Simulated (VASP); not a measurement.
A run of VASP 6.6.1 is set up as follows.

Contents of POSCAR:

```
MnS
1.0
   -2.5689566571     -2.5689566571      5.1580799385
   -5.1580799385     -2.5689566571      2.5689566571
   -2.5689566571     -5.1580799385      2.5689566571
Mn S
2 2
Direct
    0.0000000000      0.0000000000      0.0000000000
    0.5000000000      0.5000000000      0.5000000000
    1.2500000000     -0.7500000000     -0.7500000000
    1.7500000000     -0.2500000000     -0.2500000000
```

INCAR.step1

```
ALGO     = Normal         # electronic algorithm
EDIFF    = 1E-4           # SCF threshold, eV
ENCUT    = 520            # plane-wave cutoff, eV
GGA      = PE             # functional
ISMEAR   = 0              # smearing method
ISPIN    = 2              # spin polarisation
LASPH    = True           # aspherical terms in the spheres
LCHARG   = False          # write CHGCAR
LMAXMIX  = 4              # l up to which the mixer works
LREAL    = False          # projectors in reciprocal space
LWAVE    = True           # write WAVECAR
MAGMOM   = 4.77 -4.77 0 0 # initial moments
NBANDS   = 31             # bands
NELM     = 150            # most SCF steps
PREC     = Accurate       # precision mode
SIGMA    = 0.05           # smearing width, eV
```

The input INCAR.step2:

```
ALGO     = Normal         # electronic algorithm
EDIFF    = 1E-7           # SCF threshold, eV
ENCUT    = 520            # plane-wave cutoff, eV
ISIF     = 2              # what is computed and relaxed
ISMEAR   = 0              # smearing method
ISPIN    = 2              # spin polarisation
ISTART   = 1            
LASPH    = True           # aspherical terms in the spheres
LCHARG   = False          # write CHGCAR
LMAXMIX  = 4              # l up to which the mixer works
LMIXTAU  = True         
LORBIT   = 11             # projections on sites
LREAL    = False          # projectors in reciprocal space
LWAVE    = False          # write WAVECAR
MAGMOM   = 4.77 -4.77 0 0 # initial moments
METAGGA  = R2SCAN         # meta-GGA
NBANDS   = 31             # bands
NELM     = 150            # most SCF steps
PREC     = Accurate       # precision mode
SIGMA    = 0.05           # smearing width, eV
```

KPOINTS

```
k-points
0
Gamma
  8 8 8
```

Potentials or basis: VASP PAW PBE potentials, release 64 (Mn_pv, S).

Launch:

```sh
$ cat potpaw_PBE.64/Mn_pv/POTCAR potpaw_PBE.64/S/POTCAR > POTCAR
$ cp INCAR.step1 INCAR
$ mpirun -np 1 vasp_std > vasp.out
$ cp INCAR.step2 INCAR
$ mpirun -np 1 vasp_std > vasp.out
```

(1) Predict the pressure.

(2) Predict the net moment.

(3) What does it give for the site moments?

(4) What does it give for the band gap on the k mesh?

## Answers

(1) -0.1 GPa.

(2) 0.00 μB per cell.

(3) Mn +4.34, -4.34; S +0.00 μB.

(4) 1.70 eV.

Caveat: the antiferromagnetic order is the one typed at the start, and another may lie lower; the PAW data sets were made with another functional, which shifts forces and pressure a little.
